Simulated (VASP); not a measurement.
Here is a VASP 6.6.1 calculation.

Contents of INCAR:

```
  ALGO = Normal
  EDIFF = 1E-6
  ENCUT = 520
  GGA = RE
  ISIF = 2
  ISMEAR = -1
  LASPH = True
  LCHARG = True
  LELF = True
  LREAL = False
  LVHAR = True
  LWAVE = False
  NBANDS = 13
  NELM = 80
  PREC = Accurate
  SIGMA = 0.1
```

KPOINTS

```
k-points
0
Gamma
  11 11 11
```

File POSCAR:

```
Pb
1.0
    3.3280113043      0.0000000000      0.0000000000
    0.0000000000      3.3280113043      0.0000000000
    0.0000000000      0.0000000000      3.3280113043
Pb
1
Direct
    0.0000000000      0.0000000000      0.0000000000
```

Potentials or basis: VASP PAW PBE potentials, release 64 (Pb_d).

Run with:

```sh
$ cat potpaw_PBE.64/Pb_d/POTCAR > POTCAR
$ mpirun -np 1 vasp_std > vasp.out
```

Problem. What does it give for the band gap on the k mesh?

Solution. Zero (band 7 reaches 9.76 eV, above the bottom of band 8 at 3.66 eV).

Problem. Predict the pressure.

Solution. -1.1 GPa.

Caveat: the PAW data sets were made with another functional, which shifts forces and pressure a little; spin-orbit coupling is left out, which moves the levels of the heavy elements.
